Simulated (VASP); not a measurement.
# HgTe (Pm-3m) in VASP: a series of runs

HgTe is run at these levels: LDA; tasks: single point.

Program: VASP 6.6.1. These are calculated values, not measurements. Logs are shortened: lines on timing, memory, paths and dates and some standing lists are left out, and cuts for length are marked.

### Step 1. The cell of the first run

It takes space group Pm-3m (No. 221, cubic). The conventional cell has a = 3.837 Å, b = 3.837 Å, c = 3.837 Å, α = 90.00°, β = 90.00°, γ = 90.00°. Within 4.4 Å of Hg (site symmetry m-3m) lie 8 Te at 3.32 Å and 6 Hg at 3.84 Å. Te (site symmetry m-3m) has 8 Hg at 3.32 Å and 6 Te at 3.84 Å within 4.4 Å.

### Step 2. Single point, LDA

INCAR reads:

```
ALGO = Normal
EDIFF = 1E-6
ENCUT = 500
GGA_COMPAT = F
ISIF = 2
ISMEAR = 0
LASPH = T
LCHARG = F
LREAL = F
LWAVE = F
NBANDS = 16
NELM = 120
PREC = Accurate
SIGMA = 0.05
```

KPOINTS reads:

```
k-points
0
Gamma
  4 4 4
```

POSCAR reads:

```
HgTe
1.0
    3.8366138424      0.0000000000      0.0000000000
    0.0000000000      3.8366138424      0.0000000000
    0.0000000000      0.0000000000      3.8366138424
Hg Te
1 1
Direct
    0.0000000000      0.0000000000      0.0000000000
    0.5000000000      0.5000000000      0.5000000000
```

Potentials or basis: VASP PAW LDA potentials, release 64 (Hg, Te).

The run is started by

```bash
> cat potpaw_LDA.64/Hg/POTCAR potpaw_LDA.64/Te/POTCAR > POTCAR
> mpirun -np 1 vasp_std > vasp.out
```

OUTCAR:

```text
EDIFF = 1E-6
   ENCUT = 500
   ISIF = 2
   ISMEAR = 0
   LASPH = T
   LREAL = F
   NELM = 120
   PREC = Accurate

 ion  position               nearest neighbor table
   1  0.000  0.000  0.000-   2 3.32   2 3.32   2 3.32   2 3.32   2 3.32   2 3.32   2 3.32   2 3.32

   2  0.500  0.500  0.500-   1 3.32   1 3.32   1 3.32   1 3.32   1 3.32   1 3.32   1 3.32   1 3.32

  LATTYP: Found a simple cubic cell.
 ALAT       =     3.8366138424

  Lattice vectors:

 A1 = (   3.8366138424,   0.0000000000,   0.0000000000)
 A2 = (   0.0000000000,   3.8366138424,   0.0000000000)
 A3 = (   0.0000000000,   0.0000000000,   3.8366138424)

Analysis of symmetry for initial positions (statically):
=====================================================================
 Subroutine PRICEL returns:
 Original cell was already a primitive cell.

 Routine SETGRP: Setting up the symmetry group for a
 simple cubic supercell.

 Subroutine GETGRP returns: Found 48 space group operations
 (whereof 48 operations were pure point group operations)
 out of a pool of 48 trial point group operations.

The static configuration has the point symmetry O_h .

Analysis of symmetry for dynamics (positions and initial velocities):
=====================================================================
 Subroutine PRICEL returns:
 Original cell was already a primitive cell.

 Routine SETGRP: Setting up the symmetry group for a
 simple cubic supercell.

 Subroutine GETGRP returns: Found 48 space group operations
 (whereof 48 operations were pure point group operations)
 out of a pool of 48 trial point group operations.

The dynamic configuration has the point symmetry O_h .

 Subroutine INISYM returns: Found 48 space group operations
 (whereof 48 operations are pure point group operations),
 and found     1 'primitive' translations

----------------------------------------------------------------------------------------

                                     Primitive cell

  volume of cell :      56.4734

  direct lattice vectors                    reciprocal lattice vectors
     3.836613842  0.000000000  0.000000000     0.260646508  0.000000000  0.000000000
     0.000000000  3.836613842  0.000000000     0.000000000  0.260646508  0.000000000
     0.000000000  0.000000000  3.836613842     0.000000000  0.000000000  0.260646508

  length of vectors
     3.836613842  3.836613842  3.836613842     0.260646508  0.260646508  0.260646508

  position of ions in fractional coordinates (direct lattice)
     0.000000000  0.000000000  0.000000000
[... 64 lines left out ...]
   LREAL  =      F    real-space projection
   EDIFFG = 0.1E-04   stopping-criterion for IOM
   NSW    =      0    number of steps for IOM
   IBRION =     -1    ionic relax: 0-MD 1-quasi-New 2-CG
   NFREE  =      0    steps in history (QN), initial steepest desc. (CG)
   ISIF   =      2    stress and relaxation
   ISYM   =      2    0-nonsym 1-usesym 2-fastsym
   POTIM  = 0.5000    time-step for ionic-motion
   TEBEG  =    0.0;   TEEND  =   0.0 temperature during run
   PSTRESS=    0.0 pullay stress
   NELECT =      18.0000    total number of electrons
   NUPDOWN=      -1.0000    fix difference up-down
   EMIN   =  10.00;   EMAX   =-10.00  energy-range for DOS
   EFERMI =   0.00;   METHOD = LEGACY
   ISMEAR =     0;   SIGMA  =   0.05  broadening in eV -4-tet -1-fermi 0-gaus
   EFERMI_NEDOS =   21; number of points for ismear=-14 and -15
   IALGO  =     38    algorithm
   IMIX   =      4    mixing-type and parameters
     AMIX     =   0.40;   BMIX     =  1.00
     AMIX_MAG =   1.60;   BMIX_MAG =  1.00
  volume/ion in A,a.u.               =      28.24       190.55
  Fermi-wavevector in a.u.,A,eV,Ry     =   1.118281  2.113244 17.014795  1.250552
  Thomas-Fermi vector in A             =   2.254911
   LORBIT       =      0    0 simple, 1 ext, 2 COOP (PROOUT), +10 PAW based schemes
   GGA     = CA    functional components
   LHFCALC =     F    Hartree Fock is set to
   AEXX    =    0.0000 exact exchange contribution
   IVDW    =     0    specifies the selected vdW correction
   LEPSILON=     F    determine dielectric tensor
   LRPA    =     F    only Hartree local field effects (RPA)
 non-spin polarized calculation
 Gauss-broadening in eV      SIGMA  =   0.05
  energy-cutoff  :      500.00
  volume of cell :       56.47
 maximum number of plane-waves:      1472
 NGX is ok and might be reduce to    28
   NGX = 13   NGY = 13   NGZ = 13

 number of electron      17.9999994 magnetization

 Free energy of the ion-electron system (eV)
  ---------------------------------------------------
  ext. energy  EPLUGINS =         0.00000000
  ---------------------------------------------------
  free energy    TOTEN  =        -4.21490858 eV

  energy without entropy =       -4.21159598  energy(sigma->0) =       -4.21325228

 E-fermi :   4.1358     XC(G=0): -10.2856

 val. band max:        4.1015658076   @ k =   0.5000   0.2500   0.0000
 cond. band min:       4.3151618009   @ k =   0.2500   0.2500   0.0000
 fundamental gap:      0.2135959933
 Fermi energy:         4.1357693068

 k-point     1 :       0.0000    0.0000    0.0000
  band No.  band energies     occupation
      1      -7.8860      2.00000
      2      -2.0741      2.00000
      3      -2.0741      2.00000
      4      -1.6351      2.00000
      5      -1.6351      2.00000
      6      -1.6351      2.00000
[... 167 lines left out ...]
      3      -2.4149      2.00000
      4      -2.4149      2.00000
      5      -1.4041      2.00000
      6      -1.4041      2.00000
[... 8 lines left out ...]
     15      20.1746      0.00000
     16      20.1752      0.00000

------------------------ aborting loop because EDIFF is reached ----------------------------------------

  FORCE on cell =-STRESS in cart. coord.  units (eV):
  Direction    XX          YY          ZZ          XY          YZ          ZX
  --------------------------------------------------------------------------------------
  -------------------------------------------------------------------------------------
  Total       -1.9541591     -1.9541591     -1.9541591      0.0000000      0.0000000      0.0000000
  in kB      -55.4403842    -55.4403842    -55.4403842      0.0000000      0.0000000      0.0000000
  external PRESSURE =     -55.4403842 kB  Pullay stress =       0.0000000 kB

 VOLUME and BASIS-vectors are now :
 -----------------------------------------------------------------------------
  energy-cutoff  :      500.00
  volume of cell :       56.47
      direct lattice vectors                 reciprocal lattice vectors
     3.836613842  0.000000000  0.000000000     0.260646508  0.000000000  0.000000000
     0.000000000  3.836613842  0.000000000     0.000000000  0.260646508  0.000000000
     0.000000000  0.000000000  3.836613842     0.000000000  0.000000000  0.260646508

 POSITION                                       TOTAL-FORCE (eV/Angst)
 -----------------------------------------------------------------------------------
      0.00000      0.00000      0.00000         0.000000      0.000000      0.000000
      1.91831      1.91831      1.91831         0.000000      0.000000      0.000000
 -----------------------------------------------------------------------------------
    total drift:                               -0.000000      0.000000     -0.000000

  FREE ENERGIE OF THE ION-ELECTRON SYSTEM (eV)
  ---------------------------------------------------
  free  energy   TOTEN  =        -4.2149085823 eV

  energy  without entropy=       -4.2115959755  energy(sigma->0) =       -4.21325228
```

OSZICAR:

```text
N       E                     dE             d eps       ncg     rms          rms(c)
DAV:   1     0.963824635709E+02    0.96382E+02   -0.80177E+03   328   0.972E+02
DAV:   2    -0.128304668476E+01   -0.97666E+02   -0.91790E+02   408   0.224E+02
DAV:   3    -0.426353818906E+01   -0.29805E+01   -0.29763E+01   400   0.394E+01
DAV:   4    -0.428312973030E+01   -0.19592E-01   -0.19591E-01   432   0.311E+00
DAV:   5    -0.428344122655E+01   -0.31150E-03   -0.31150E-03   408   0.331E-01    0.558E+00
DAV:   6    -0.422319729062E+01    0.60244E-01   -0.12456E-01   352   0.413E+00    0.392E+00
DAV:   7    -0.421556470558E+01    0.76326E-02   -0.23190E-02   344   0.109E+00    0.123E+00
DAV:   8    -0.421490453720E+01    0.66017E-03   -0.27351E-03   384   0.609E-01    0.159E-01
DAV:   9    -0.421490643898E+01   -0.19018E-05   -0.52274E-05   416   0.661E-02    0.107E-01
DAV:  10    -0.421490986981E+01   -0.34308E-05   -0.23441E-05   344   0.279E-02    0.328E-02
DAV:  11    -0.421490865027E+01    0.12195E-05   -0.30475E-06   368   0.160E-02    0.104E-02
DAV:  12    -0.421490858227E+01    0.67995E-07   -0.74071E-07   216   0.634E-03
   1 F= -.42149086E+01 E0= -.42132523E+01  d E =-.331261E-02
```

It took 4 s on 1 thread of Intel Xeon Platinum 8559C (Emerald Rapids), shared host; peak memory 0.14 GiB.

Results:

```
Free energy            : -4.2149 eV
Pressure               : -5.5 GPa
Band gap on the k mesh : zero (band 9 reaches 4.74 eV, above the bottom of band 10 at 3.17 eV)
```

Caveat: the k points lie up to 0.41 Å⁻¹ apart; spin-orbit coupling is left out, which moves the levels of the heavy elements.

### Step 3. Single point, LDA

This run uses another cell than the first one, of 30.03 Å³/atom, 1.064 times its volume.

INCAR reads:

```
SYSTEM = HgTe
  PREC = Accurate
  ENCUT = 500
  EDIFF = 1E-6
  ISMEAR = 0
  SIGMA = 0.05
  LREAL = .False.
  LASPH = .True.
  NELM = 120
  ALGO = Normal
  ISIF = 2
  LWAVE = .False.
  LCHARG = .True.
  GGA = CA
  LELF = .True.
  LVHAR = .True.
  NBANDS = 16
  GGA_COMPAT = .False.
```

KPOINTS reads:

```
Automatic mesh
0
Gamma
  4 4 4
  0 0 0
```

POSCAR reads:

```
HgTe
1.0
    3.9161668759      0.0000000000      0.0000000000
    0.0000000000      3.9161668759      0.0000000000
    0.0000000000      0.0000000000      3.9161668759
Hg Te
1 1
Direct
    0.0000000000      0.0000000000      0.0000000000
    0.5000000000      0.5000000000      0.5000000000
```

Potentials or basis: VASP PAW LDA potentials, release 64 (Hg, Te).

The run is started by

```bash
> cat potpaw_LDA.64/Hg/POTCAR potpaw_LDA.64/Te/POTCAR > POTCAR
> mpirun -np 1 vasp_std > vasp.out
```

Wall time 5.2 s (1 thread of Intel Xeon Platinum 8559C (Emerald Rapids), shared host); peak memory 0.14 GiB.

Results (log left out):

```yaml
Free_energy: -4.0730 eV
Pressure: -7.1 GPa
Band_gap_on_the_k_mesh: zero (band 9 reaches 4.00 eV, above the bottom of band 10 at 2.50 eV)
```

Levels at points of the mesh, in eV from the Fermi level:
```tsv
k point	band 7	band 8	band 9	band 10	band 11	band 12
(0.00, 0.00, 0.00)	-2.30	-0.74	-0.74	-0.74	5.78	5.78
(0.50, 0.00, 0.00)	-4.90	0.50	0.50	2.12	2.95	5.70
(0.50, 0.50, 0.00)	-3.48	-3.48	-2.49	0.51	6.48	6.48
(0.50, 0.50, 0.50)	-1.38	-1.38	-1.38	-1.00	1.67	1.67
```

Caveat: the k points lie up to 0.40 Å⁻¹ apart; spin-orbit coupling is left out, which moves the levels of the heavy elements.
